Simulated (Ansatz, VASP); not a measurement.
## One calculation of TiO, two programs

Contents of INCAR:

```
SYSTEM = TiO
PREC = Accurate
ENCUT = 520
EDIFF = 1E-6
ISMEAR = 0
SIGMA = 0.15
LREAL = .FALSE.
LASPH = .TRUE.
NELM = 80
ALGO = Normal
ISIF = 2
LWAVE = .FALSE.
LCHARG = .TRUE.
GGA = PS
LELF = .TRUE.
LVHAR = .TRUE.
NBANDS = 36
```

The input KPOINTS:

```
regular mesh
0
G
  12 12 12
  0 0 0
```

File POSCAR:

```
TiO
1.0
    4.0335084229      0.0504188553      0.0000000000
    0.0504188553      4.0335084229      0.0000000000
    0.0000000000      0.0000000000      4.0335084229
Ti O
3 3
Direct
    0.5000000000      0.5000000000      0.0000000000
    0.0000000000      0.5000000000      0.5000000000
    0.5000000000      0.0000000000      0.5000000000
    0.0000000000      0.5000000000      0.0000000000
    0.5000000000      0.0000000000      0.0000000000
    0.0000000000      0.0000000000      0.5000000000
```

Input for Ansatz:

```yaml
crystal:
  lattice:
    - [4.0335084229, 0.0504188553, 0.0]
    - [0.0504188553, 4.0335084229, 0.0]
    - [0.0, 0.0, 4.0335084229]
  atoms:
    - { symbol: Ti, position: [0.5, 0.5, 0.0] }
    - { symbol: Ti, position: [0.0, 0.5, 0.5] }
    - { symbol: Ti, position: [0.5, 0.0, 0.5] }
    - { symbol: O, position: [0.0, 0.5, 0.0] }
    - { symbol: O, position: [0.5, 0.0, 0.0] }
    - { symbol: O, position: [0.0, 0.0, 0.5] }
basis:
  ecutwfc: 420
kpoints:
  mp_grid: { grid: [12, 12, 12] }
hamiltonian:
  xc: pbesol
scf:
  occupations: { method: gaussian, width: 0.15 }
output:
  forces: true
  stress: true
  eigenvalues: true
```

Change from the starting cell: strain +0.0250 x Voigt [0, 0, 0, 0, 0, 1], atoms carried along.

Alike in both runs: task single point; functional PBEsol; k mesh 12 × 12 × 12; occupations gaussian, width 0.15 eV; no spin polarisation.

|  | VASP | Ansatz |
| --- | --- | --- |
| version | VASP 6.6.1 | Ansatz 0.2.0 |
| potentials or method | VASP PAW PBE potentials, release 64 (Ti_sv, O), cutoff 520 eV | scalar-relativistic, plane waves, PAW |
| valence electrons in the cell | 54 | 54 |

```csv
,VASP,Ansatz,Ansatz less VASP
gap on the k mesh at the Fermi level (eV),none,none,-
pressure (GPa),0.5,0.1,-0.47
"traceless stress, the component that is largest in VASP (GPa)",-1.33,-1.35,-0.013
```

VASP's potentials were made for PBE, not for PBEsol. A gap of «none» marks a metal or a gap that the smearing closes.
